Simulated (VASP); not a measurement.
## GaSb3: single point with PBEsol

The system is GaSb3.

```
Ga Sb
1.0
    -0.04868    3.64667    3.91397
     3.59799    0.00000    3.86529
     3.64667    3.64667   -0.04868
Ga Sb
1 3
Direct
  0.00000 0.00000 0.00000
  0.25000 0.25000 0.25000
  0.75000 0.75000 0.75000
  0.50000 0.50000 0.50000
```

This cell differs from its parent crystal: engineering shear strain xz -0.0267, normal strain along z +0.0733.

```yaml
Program: VASP 6.6.1
Task: single point
Functional: PBEsol
Potentials_or_basis: VASP PAW PBE potentials, release 64 (Ga_d, Sb)
Cutoff: 520 eV
k_mesh: 10 × 10 × 10
Occupations: gaussian, width 0.15 eV
Spin: no spin polarisation
```

```yaml
Pressure: -3.5 GPa
Largest_force: 0.042 eV/Å
Band_gap_on_the_k_mesh: zero (band 14 reaches 9.06 eV, above the bottom of band 15 at 5.05 eV)
```

Forces in eV/Å, atoms in the order of the input:
```
Ga   0.000  0.000  0.000
Sb   0.000 -0.042  0.000
Sb   0.000  0.042  0.000
Sb   0.000  0.000  0.000
```

Stress tensor (GPa, compression positive):
```
-2.99  0.00  0.48
 0.00 -3.07  0.00
 0.48  0.00 -4.37
```

Levels at points of the mesh, in eV from the Fermi level:
| k point | band 11 | band 12 | band 13 | band 14 | band 15 | band 16 | band 17 | band 18 |
| --- | --- | --- | --- | --- | --- | --- | --- | --- |
| (0.00, 0.00, 0.00) | -2.67 | -2.65 | -2.31 | -2.31 | -2.23 | -0.96 | -0.39 | -0.38 |
| (0.50, 0.00, 0.00) | -3.32 | -2.66 | -2.43 | -0.37 | -0.05 | 1.69 | 2.43 | 2.62 |
| (0.00, 0.50, 0.00) | -3.39 | -2.68 | -2.48 | -0.38 | -0.05 | 1.87 | 2.39 | 2.80 |
| (0.50, 0.50, 0.00) | -5.01 | 0.84 | 1.16 | 1.25 | 1.49 | 1.54 | 2.02 | 2.02 |
| (0.50, 0.00, 0.50) | -5.13 | 0.36 | 0.44 | 0.58 | 1.30 | 1.57 | 2.31 | 2.44 |
| (0.00, 0.50, 0.50) | -5.15 | 0.32 | 0.33 | 0.71 | 1.33 | 1.56 | 2.28 | 2.46 |

Wall time 10 min on 1 thread of AMD EPYC 7R43 64-Core Processor (Zen 3), with other jobs on the host, peak memory 0.65 GiB.

Caveat: the cell differs from its parent crystal (engineering shear strain xz -0.0267, normal strain along z +0.0733); the PAW data sets were made with another functional, which shifts forces and pressure a little; spin-orbit coupling is left out, which moves the levels of the heavy elements.
